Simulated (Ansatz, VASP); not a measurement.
Ni in VASP and in Ansatz

```
CELL_PARAMETERS angstrom
0.00000 1.72189 1.72189
1.72189 0.00000 1.72189
1.72189 1.72189 0.00000
ATOMIC_POSITIONS crystal
Ni 0.00000 0.00000 0.00000
```

Alike in both runs: task single point; functional PBE; k mesh 17 × 17 × 17; no spin polarisation.

|  | VASP | Ansatz |
| --- | --- | --- |
| version | VASP 6.6.1 | Ansatz 0.2.0 |
| potentials or method | VASP PAW PBE potentials, release 64 (Ni), cutoff 600 eV | PAW plane waves |
| occupations | fermi-dirac, width 0.1 eV | fermi-dirac |
| valence electrons in the cell | 10 | 18 |

VASP gave:

* pressure (GPa): 14.0

Task: What did Ansatz give for the same quantities?

Result: Pressure (GPa): 14.3.

VASP's potentials hold 10 valence electrons a cell and Ansatz's 18, so a difference there can come from the potentials and not from the codes.
